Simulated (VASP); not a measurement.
# TiAl (Pm) in VASP: a series of runs

TiAl is run at these levels: PBEsol; tasks: single point.

Program: VASP 6.6.1. These are calculated values, not measurements. Logs are shortened: lines on timing, memory, paths and dates and some standing lists are left out, and cuts for length are marked.

### Step 1. The cell of the first run

Symmetry: Pm, No. 6, monoclinic system. The conventional cell has a = 2.867 Å, b = 4.678 Å, c = 2.867 Å, α = 90.00°, β = 120.00°, γ = 90.00°. Ti (site symmetry m) has 6 Al at 2.76 to 2.99 Å and 6 Ti at 2.87 Å within 3.6 Å. Within 3.6 Å of Al (site symmetry m) lie 6 Ti at 2.76 to 2.99 Å and 6 Al at 2.87 Å.

### Step 2. Single point, PBEsol (atom 1 (Ti) moved by (-0.100, -0.200) A along x and y)

INCAR reads:

```
SYSTEM = TiAl
ALGO = Fast ; EDIFF = 1E-6
ENCUT = 520 ; GGA = PS
ISIF = 2 ; ISMEAR = 0
LASPH = .TRUE. ; LCHARG = .FALSE.
LREAL = .FALSE. ; LWAVE = .FALSE.
NBANDS = 14 ; NELM = 100
PREC = Accurate ; SIGMA = 0.15
```

KPOINTS reads:

```
k-points
0
G
  18 18 10
  0 0 0
```

POSCAR reads:

```
TiAl
1.0
    2.8672622327      0.0000000000      0.0000000000
   -1.4336311163      2.4831219328      0.0000000000
    0.0000000000      0.0000000000      4.6780830000
Ti Al
1 1
Direct
   -0.0751483598     -0.0805437693      0.0000000000
    0.3333333333      0.6666666667      0.5000000000
```

Potentials or basis: VASP PAW PBE potentials, release 64 (Ti_sv, Al).

Command:

```sh
cat potpaw_PBE.64/Ti_sv/POTCAR potpaw_PBE.64/Al/POTCAR > POTCAR
mpirun -np 1 vasp_std > vasp.out
```

OUTCAR:

```text
SYSTEM = TiAl
   EDIFF = 1E-6
   ENCUT = 520
   GGA = PS
   ISIF = 2
   ISMEAR = 0
   LASPH = .TRUE.
   LREAL = .FALSE.
   NELM = 100
   PREC = Accurate

 ion  position               nearest neighbor table
   1  0.925  0.919  0.000-   2 2.76   2 2.76   2 2.87   2 2.87   2 2.99   2 2.99
   2  0.333  0.667  0.500-   1 2.76   1 2.76   1 2.87   1 2.87   1 2.99   1 2.99

  LATTYP: Found a hexagonal cell.
 ALAT       =     2.8672622327
 C/A-ratio  =     1.6315504549

  Lattice vectors:

 A1 = (   2.8672622327,   0.0000000000,   0.0000000000)
 A2 = (  -1.4336311163,   2.4831219328,   0.0000000000)
 A3 = (   0.0000000000,   0.0000000000,   4.6780830000)

Analysis of symmetry for initial positions (statically):
=====================================================================
 Subroutine PRICEL returns:
 Original cell was already a primitive cell.

 Routine SETGRP: Setting up the symmetry group for a
 hexagonal supercell.

 Subroutine GETGRP returns: Found  2 space group operations
 (whereof  2 operations were pure point group operations)
 out of a pool of 24 trial point group operations.

The static configuration has the point symmetry C_1h.

Analysis of symmetry for dynamics (positions and initial velocities):
=====================================================================
 Subroutine PRICEL returns:
 Original cell was already a primitive cell.

 Routine SETGRP: Setting up the symmetry group for a
 hexagonal supercell.

 Subroutine GETGRP returns: Found  2 space group operations
 (whereof  2 operations were pure point group operations)
 out of a pool of 24 trial point group operations.

The dynamic configuration has the point symmetry C_1h.

 Subroutine INISYM returns: Found  2 space group operations
 (whereof  2 operations are pure point group operations),
 and found     1 'primitive' translations

----------------------------------------------------------------------------------------

                                     Primitive cell

  volume of cell :      33.3068

  direct lattice vectors                    reciprocal lattice vectors
     2.867262233  0.000000000  0.000000000     0.348764751  0.201359423  0.000000000
    -1.433631116  2.483121933  0.000000000     0.000000000  0.402718846  0.000000000
     0.000000000  0.000000000  4.678083000     0.000000000  0.000000000  0.213762774

  length of vectors
     2.867262233  2.867262233  4.678083000     0.402718846  0.402718846  0.213762774

  position of ions in fractional coordinates (direct lattice)
     0.924851640  0.919456231  0.000000000
     0.333333333  0.666666667  0.500000000

  ion indices of the primitive-cell ions
   primitive index   ion index
                 1           1
                 2           2

----------------------------------------------------------------------------------------

 KPOINTS: k-points

Automatic generation of k-mesh.
 Grid dimensions read from file:
 generate k-points for:   18   18   10

 Generating k-lattice:

  Cartesian coordinates                     Fractional coordinates (reciprocal lattice)
     0.019375820  0.011186635  0.000000000     0.055555556  0.000000000  0.000000000
     0.000000000  0.022373269  0.000000000     0.000000000  0.055555556  0.000000000
     0.000000000  0.000000000  0.021376277     0.000000000  0.000000000  0.100000000

  Length of vectors
     0.022373269  0.022373269  0.021376277

  Shift w.r.t. Gamma in fractional coordinates (k-lattice)
     0.000000000  0.000000000  0.000000000

 Subroutine IBZKPT returns following result:
 ===========================================

 Found    984 irreducible k-points:

 Following reciprocal coordinates:
            Coordinates               Weight
  0.000000  0.000000  0.000000      1.000000
  0.055556 -0.000000  0.000000      2.000000
  0.000000  0.055556  0.000000      2.000000
 -0.055556  0.055556  0.000000      2.000000
  0.111111 -0.000000  0.000000      2.000000
  0.000000  0.111111  0.000000      2.000000
[... 16 lines left out ...]
  0.444444 -0.000000  0.000000      2.000000
  0.000000  0.444444  0.000000      2.000000
 [... further k-points ...]
   k-points           NKPTS =    984   k-points in BZ     NKDIM =    984   number of bands    NBANDS=     14
   number of dos      NEDOS =    301   number of ions     NIONS =      2
   total plane-waves  NPLWV =  20736
   dimension x,y,z NGX =    24 NGY =   24 NGZ =   36
   dimension x,y,z NGXF=    48 NGYF=   48 NGZF=   72
   ions per type =               1   1
   NGX,Y,Z   is equivalent  to a cutoff of  13.92, 13.92, 12.79 a.u.
   NGXF,Y,Z  is equivalent  to a cutoff of  27.83, 27.83, 25.59 a.u.
 SYSTEM =  TiAl
   PREC   = accura    normal or accurate (medium, high low for compatibility)
   ISTART =      0    job   : 0-new  1-cont  2-samecut
   ICHARG =      2    charge: 1-file 2-atom 10-const
   ISPIN  =      1    spin polarized calculation?
   LNONCOLLINEAR =      F non collinear calculations
   LSORBIT =      F    spin-orbit coupling
   LASPH  =      T    aspherical Exc in radial PAW
   ENCUT  =  520.0 eV  38.22 Ry    6.18 a.u.   5.33  5.33  8.70*2*pi/ulx,y,z
   NELM   =    100;   NELMIN=  2; NELMDL= -5     # of ELM steps
   EDIFF  = 0.1E-05   stopping-criterion for ELM
   LREAL  =      F    real-space projection
   EDIFFG = 0.1E-04   stopping-criterion for IOM
   NSW    =      0    number of steps for IOM
   IBRION =     -1    ionic relax: 0-MD 1-quasi-New 2-CG
   NFREE  =      0    steps in history (QN), initial steepest desc. (CG)
   ISIF   =      2    stress and relaxation
   ISYM   =      2    0-nonsym 1-usesym 2-fastsym
   POTIM  = 0.5000    time-step for ionic-motion
   TEBEG  =    0.0;   TEEND  =   0.0 temperature during run
   PSTRESS=    0.0 pullay stress
   NELECT =      15.0000    total number of electrons
   NUPDOWN=      -1.0000    fix difference up-down
   EMIN   =  10.00;   EMAX   =-10.00  energy-range for DOS
   EFERMI =   0.00;   METHOD = LEGACY
   ISMEAR =     0;   SIGMA  =   0.15  broadening in eV -4-tet -1-fermi 0-gaus
   EFERMI_NEDOS =   21; number of points for ismear=-14 and -15
   IALGO  =     68    algorithm
   IMIX   =      4    mixing-type and parameters
     AMIX     =   0.40;   BMIX     =  1.00
     AMIX_MAG =   1.60;   BMIX_MAG =  1.00
  volume/ion in A,a.u.               =      16.65       112.38
  Fermi-wavevector in a.u.,A,eV,Ry     =   1.254857  2.371335 21.424622  1.574665
  Thomas-Fermi vector in A             =   2.388641
   LORBIT       =      0    0 simple, 1 ext, 2 COOP (PROOUT), +10 PAW based schemes
   GGA     = PS    functional components
   LHFCALC =     F    Hartree Fock is set to
   AEXX    =    0.0000 exact exchange contribution
   IVDW    =     0    specifies the selected vdW correction
   LEPSILON=     F    determine dielectric tensor
   LRPA    =     F    only Hartree local field effects (RPA)
 non-spin polarized calculation
 RMM-DIIS sequential band-by-band and
 Gauss-broadening in eV      SIGMA  =   0.15
  energy-cutoff  :      520.00
  volume of cell :       33.31
 maximum number of plane-waves:       917
 NGX is ok and might be reduce to    24
   NGX = 11   NGY = 11   NGZ = 17

 number of electron      15.0000000 magnetization

 Free energy of the ion-electron system (eV)
  ---------------------------------------------------
  ext. energy  EPLUGINS =         0.00000000
  ---------------------------------------------------
  free energy    TOTEN  =       -12.89266224 eV

  energy without entropy =      -12.86498468  energy(sigma->0) =      -12.87882346

 E-fermi :   7.7714     XC(G=0): -11.0312

 val. band max:        7.7711474390   @ k =   0.1667   0.1667   0.2000
 cond. band min:       7.7714033406   @ k =  -0.1111   0.2222   0.4000
 fundamental gap:      0.0002559016
 Fermi energy:         7.7713658232

 k-point     1 :       0.0000    0.0000    0.0000
  band No.  band energies     occupation
      1     -48.5136      2.00000
      2     -24.9373      2.00000
      3     -24.5205      2.00000
      4     -24.5042      2.00000
      5      -1.1470      2.00000
      6       5.4720      2.00000
      7       5.9522      2.00000
      8       9.0420      0.00000
      9       9.0660      0.00000
     10      10.4900      0.00000
     11      10.5764      0.00000
     12      11.6454      0.00000
     13      20.6256      0.00000
     14      20.7689      0.00000

 k-point     2 :       0.0556   -0.0000    0.0000
  band No.  band energies     occupation
      1     -48.5107      2.00000
      2     -24.9344      2.00000
      3     -24.5279      2.00000
      4     -24.5189      2.00000
      5      -1.0701      2.00000
      6       5.5564      2.00000
      7       5.9590      2.00000
      8       8.9875      0.00000
      9       9.1088      0.00000
     10      10.5028      0.00000
     11      10.5624      0.00000
     12      11.6655      0.00000
     13      19.3191      0.00000
     14      19.9073      0.00000

 k-point     3 :       0.0000    0.0556    0.0000
  band No.  band energies     occupation
      1     -48.5107      2.00000
      2     -24.9344      2.00000
      3     -24.5381      2.00000
      4     -24.5087      2.00000
      5      -1.0704      2.00000
      6       5.5566      2.00000
      7       5.9652      2.00000
      8       8.9679      0.00000
      9       9.1283      0.00000
     10      10.4685      0.00000
     11      10.5878      0.00000
     12      11.6597      0.00000
     13      19.3895      0.00000
     14      19.8656      0.00000

 k-point     4 :      -0.0556    0.0556    0.0000
  band No.  band energies     occupation
      1     -48.5107      2.00000
      2     -24.9344      2.00000
      3     -24.5338      2.00000
      4     -24.5131      2.00000
      5      -1.0702      2.00000
      6       5.5565      2.00000
      7       5.9613      2.00000
      8       8.9808      0.00000
      9       9.1154      0.00000
     10      10.4834      0.00000
     11      10.5788      0.00000
     12      11.6632      0.00000
     13      19.3403      0.00000
     14      19.9063      0.00000

 k-point     5 :       0.1111   -0.0000    0.0000
  band No.  band energies     occupation
      1     -48.5024      2.00000
      2     -24.9261      2.00000
      3     -24.5763      2.00000
      4     -24.5345      2.00000
      5      -0.8404      2.00000
      6       5.7994      2.00000
      7       5.9782      2.00000
      8       8.7830      0.00000
      9       9.2937      0.00000
     10      10.4762      0.00000
     11      10.5917      0.00000
[... 276 lines left out ...]
 k-point    22 :      -0.3889    0.3889    0.0000
  band No.  band energies     occupation
      1     -48.4282      2.00000
      2     -25.0282      2.00000
      3     -24.8530      2.00000
      4     -24.6313      2.00000
      5       2.3914      2.00000
      6       6.1985      2.00000
      7       6.4547      2.00000
      8       7.1986      2.00000
      9       9.9447      0.00000
     10      11.3155      0.00000
     11      11.5227      0.00000
     12      11.6132      0.00000
     13      12.7053      0.00000
     14      16.0682      0.00000

 k-point    23 :       0.4444   -0.0000    0.0000
  band No.  band energies     occupation
      1     -48.4197      2.00000
      2     -25.0722      2.00000
      3     -24.8443      2.00000
      4     -24.6492      2.00000
      5       3.3659      2.00000
      6       5.7153      2.00000
      7       6.1363      2.00000
      8       6.8402      2.00000
      9       9.9115      0.00000
     10      11.6230      0.00000
     11      11.7073      0.00000
     12      12.0322      0.00000
     13      12.9629      0.00000
     14      15.7204      0.00000

 k-point    24 :       0.0000    0.4444    0.0000
  band No.  band energies     occupation
      1     -48.4199      2.00000
      2     -25.0833      2.00000
      3     -24.8454      2.00000
      4     -24.6350      2.00000
      5       3.3433      2.00000
      6       5.6298      2.00000
      7       6.3696      2.00000
      8       6.8970      2.00000
      9       9.8532      0.00000
     10      11.5445      0.00000
     11      11.6241      0.00000
     12      11.7849      0.00000
     13      12.9642      0.00000
     14      15.6927      0.00000

 [... further k-points ...]

------------------------ aborting loop because EDIFF is reached ----------------------------------------

  FORCE on cell =-STRESS in cart. coord.  units (eV):
  Direction    XX          YY          ZZ          XY          YZ          ZX
  --------------------------------------------------------------------------------------
  -------------------------------------------------------------------------------------
  Total        0.0692243     -1.1277639     -0.5322915      0.2497335      0.0000000      0.0000000
  in kB        3.3299332    -54.2494548    -25.6051157     12.0130701      0.0000000      0.0000000
  external PRESSURE =     -25.5082124 kB  Pullay stress =       0.0000000 kB

 VOLUME and BASIS-vectors are now :
 -----------------------------------------------------------------------------
  energy-cutoff  :      520.00
  volume of cell :       33.31
      direct lattice vectors                 reciprocal lattice vectors
     2.867262233  0.000000000  0.000000000     0.348764751  0.201359423  0.000000000
    -1.433631116  2.483121933  0.000000000     0.000000000  0.402718846  0.000000000
     0.000000000  0.000000000  4.678083000     0.000000000  0.000000000  0.213762774

 POSITION                                       TOTAL-FORCE (eV/Angst)
 -----------------------------------------------------------------------------------
      1.33363      2.28312      0.00000         0.284328      0.308790      0.000000
     -0.00000      1.65541      2.33904        -0.284328     -0.308790      0.000000
 -----------------------------------------------------------------------------------
    total drift:                               -0.000166     -0.000315      0.000000

  FREE ENERGIE OF THE ION-ELECTRON SYSTEM (eV)
  ---------------------------------------------------
  free  energy   TOTEN  =       -12.8926622420 eV

  energy  without entropy=      -12.8649846775  energy(sigma->0) =      -12.87882346
```

It took 12 min on 1 thread of Intel Xeon Platinum 8259CL at 2.50GHz (Skylake/Cascade Lake), shared host; peak memory 0.56 GiB.

Results:

* Free energy: -12.8927 eV
* Pressure: -2.6 GPa
* Largest force: 0.420 eV/Å
* Band gap on the k mesh: zero (an odd number of electrons rules out a gap without spin polarisation)

Forces in eV/Å, atoms in the order of the input:
```
Ti   0.284  0.309  0.000
Al  -0.284 -0.309  0.000
```

Caveat: the cell differs from its parent crystal (atom 1 (Ti) moved by (-0.100, -0.200) A along x and y); the stress differs along the axes, from -5 to 0 GPa; the PAW data sets were made with another functional, which shifts forces and pressure a little.

### Step 3. Single point, PBEsol (atom 1 (Ti) moved by (-0.100, +0.200) A along x and y)

INCAR reads:

```
SYSTEM = TiAl
PREC = Accurate
ENCUT = 520
EDIFF = 1E-6
ISMEAR = 0
SIGMA = 0.15
LREAL = .FALSE.
LASPH = .TRUE.
NELM = 100
ALGO = Fast
ISIF = 2
LWAVE = .FALSE.
LCHARG = .TRUE.
GGA = PS
LELF = .TRUE.
LVHAR = .TRUE.
NBANDS = 14
```

KPOINTS reads:

```
Automatic mesh
0
G
  18 18 10
  0 0 0
```

POSCAR, as its differences from that of step 2:

```diff
@@ -8,3 +8,3 @@
 Direct
-   -0.0751483598     -0.0805437693      0.0000000000
+    0.0053954095      0.0805437693      0.0000000000
     0.3333333333      0.6666666667      0.5000000000
```

Potentials or basis: VASP PAW PBE potentials, release 64 (Ti_sv, Al).

Command:

```sh
cat potpaw_PBE.64/Ti_sv/POTCAR potpaw_PBE.64/Al/POTCAR > POTCAR
mpirun -np 1 vasp_std > vasp.out
```

It took 11 min on 1 thread of Intel Xeon Platinum 8259CL at 2.50GHz (Skylake/Cascade Lake), shared host; peak memory 0.56 GiB.

It converged, with:

* Free energy: -12.8895 eV
* Pressure: -2.4 GPa
* Largest force: 0.460 eV/Å
* Band gap on the k mesh: zero (an odd number of electrons rules out a gap without spin polarisation)

Forces in eV/Å, atoms in the order of the input:
```
Ti   0.095 -0.450  0.000
Al  -0.095  0.450  0.000
```

Stress tensor (GPa, compression positive):
```
-5.10  1.55  0.00
 1.55  0.14  0.00
 0.00  0.00 -2.37
```

Levels at points of the mesh, in eV from the Fermi level:
| k point | band 5 | band 6 | band 7 | band 8 | band 9 | band 10 | band 11 | band 12 |
| --- | --- | --- | --- | --- | --- | --- | --- | --- |
| (0.00, 0.00, 0.00) | -8.92 | -2.30 | -1.82 | 1.27 | 1.29 | 2.72 | 2.80 | 3.87 |
| (0.50, 0.00, 0.00) | -3.69 | -2.80 | -1.53 | -0.99 | 2.10 | 3.96 | 4.06 | 4.15 |
| (0.00, 0.50, 0.00) | -3.69 | -2.77 | -1.64 | -1.01 | 2.12 | 3.97 | 4.01 | 4.39 |
| (0.50, 0.50, 0.00) | -3.70 | -2.84 | -1.40 | -0.97 | 2.06 | 3.87 | 3.96 | 4.16 |
| (0.00, 0.00, 0.50) | -8.02 | -5.27 | -0.45 | 1.29 | 1.31 | 2.65 | 2.72 | 6.79 |
| (0.50, 0.00, 0.50) | -3.64 | -2.39 | -1.81 | 0.53 | 0.93 | 1.90 | 2.93 | 3.97 |
| (0.00, 0.50, 0.50) | -3.65 | -2.46 | -1.71 | 0.41 | 0.92 | 1.92 | 3.02 | 3.97 |
| (0.50, 0.50, 0.50) | -3.63 | -2.30 | -1.91 | 0.63 | 0.97 | 1.87 | 2.81 | 3.97 |

Caveat: the cell differs from its parent crystal (atom 1 (Ti) moved by (-0.100, +0.200) A along x and y); the stress differs along the axes, from -5 to 0 GPa; the PAW data sets were made with another functional, which shifts forces and pressure a little.

### Step 4. Single point, PBEsol (atom 1 (Ti) moved by (-0.100, -0.100) A along x and y)

INCAR reads:

```
ALGO = Fast
EDIFF = 1E-6
ENCUT = 520
GGA = PS
ISIF = 2
ISMEAR = 0
LASPH = T
LCHARG = F
LREAL = F
LWAVE = F
NBANDS = 14
NELM = 60
PREC = Accurate
SIGMA = 0.15
```

KPOINTS reads:

```
k-points
0
Gamma
  18 18 10
```

POSCAR, as its differences from that of step 3:

```diff
@@ -8,3 +8,3 @@
 Direct
-    0.0053954095      0.0805437693      0.0000000000
+   -0.0550124175     -0.0402718846      0.0000000000
     0.3333333333      0.6666666667      0.5000000000
```

Command:

```sh
cat potpaw_PBE.64/Ti_sv/POTCAR potpaw_PBE.64/Al/POTCAR > POTCAR
mpirun -np 1 vasp_std > vasp.out
```

It took 12 min on 1 thread of Intel Xeon Platinum 8259CL at 2.50GHz (Skylake/Cascade Lake), shared host; peak memory 0.56 GiB.

It converged, with:

| Item | Value |
| --- | --- |
| Free energy | -12.9182 eV |
| Pressure | -2.8 GPa |
| Largest force | 0.309 eV/Å |
| Band gap on the k mesh | zero (an odd number of electrons rules out a gap without spin polarisation) |

Forces on the atoms (eV/Å):
```
Ti   0.241  0.193  0.000
Al  -0.241 -0.193  0.000
```

Stress tensor (GPa, compression positive):
```
-1.18  1.31  0.00
 1.31 -3.98  0.00
 0.00  0.00 -3.27
```

Levels at points of the mesh, in eV from the Fermi level:
```tsv
k point	band 4	band 5	band 6	band 7	band 8	band 9	band 10	band 11	band 12	band 13
(0.00, 0.00, 0.00)	-32.28	-8.92	-2.30	-1.82	1.27	1.29	2.73	2.79	3.88	12.88
(0.50, 0.00, 0.00)	-32.43	-3.69	-2.78	-1.61	-1.00	2.11	3.96	4.02	4.32	5.37
(0.00, 0.50, 0.00)	-32.42	-3.70	-2.83	-1.46	-0.98	2.08	3.96	4.00	4.12	5.33
(0.50, 0.50, 0.00)	-32.42	-3.70	-2.81	-1.51	-0.98	2.09	3.96	4.08	4.10	5.34
(0.00, 0.00, 0.50)	-32.28	-8.02	-5.27	-0.44	1.28	1.30	2.66	2.71	6.78	10.97
(0.50, 0.00, 0.50)	-32.43	-3.65	-2.44	-1.75	0.45	0.93	1.91	2.99	3.96	6.60
(0.00, 0.50, 0.50)	-32.42	-3.63	-2.35	-1.87	0.59	0.96	1.88	2.87	3.96	6.50
(0.50, 0.50, 0.50)	-32.42	-3.64	-2.38	-1.84	0.55	0.94	1.89	2.91	3.96	6.53
```

Caveat: the cell differs from its parent crystal (atom 1 (Ti) moved by (-0.100, -0.100) A along x and y); the PAW data sets were made with another functional, which shifts forces and pressure a little.

### Step 5. Summary

```csv
cell,gap on the mesh (eV),pressure (GPa),largest force (eV/Å)
"as given, atomic positions A",none,-2.6,0.42
"as given, atomic positions B",none,-2.4,0.46
"as given, atomic positions C",none,-2.8,0.31
```

Alike in all rows: task single point; level PBEsol; potentials or basis VASP PAW PBE potentials, release 64 (Ti_sv, Al); no spin polarisation; k mesh 18 × 18 × 10; cutoff (eV) 520; smearing gaussian 0.15 eV.

Caveats: the PAW data sets were made with another functional, which shifts forces and pressure a little; the stress differs along the axes, from -5 to 0 GPa (at least some runs).

Absolute energies hang on the potentials; compare differences alone.
